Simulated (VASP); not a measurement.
Runs of VASP 6.6.1 on NbH2. The structure is that of space group Fm-3m (No. 225), or close to it. The cells are those of the table. 

```tsv
cell	cutoff (eV)	gap on the mesh (eV)	pressure (GPa)
a = 3.167, b = 3.167, c = 4.479 Å, 6 atoms	520	none	9.0
a = 3.215, b = 3.215, c = 4.479 Å, 6 atoms	550	none	(b)
a = 3.070, b = 3.070, c = 4.342 Å, 6 atoms	520	none	33.7
a = 3.119, b = 3.119, c = 4.410 Å, 6 atoms	520	none	(a)
a = 3.215, b = 3.215, c = 4.547 Å, 6 atoms	520	none	-0.3
```

Alike in all rows: task single point; level r2SCAN; potentials or basis VASP PAW PBE potentials, release 64 (Nb_sv, H); no spin polarisation; k mesh 12 × 12 × 8; smearing gaussian 0.1 eV.

Task: Fill in the values left out.

Result: (a) 20.2; (b) 2.7.

Caveats: the PAW data sets were made with another functional, which shifts forces and pressure a little; the cell stands under pressure (at least some runs).

A k mesh can miss the band edges, and the runs leave out spin-orbit coupling on Nb.

A gap of «none» marks levels without a gap at the run's occupations.
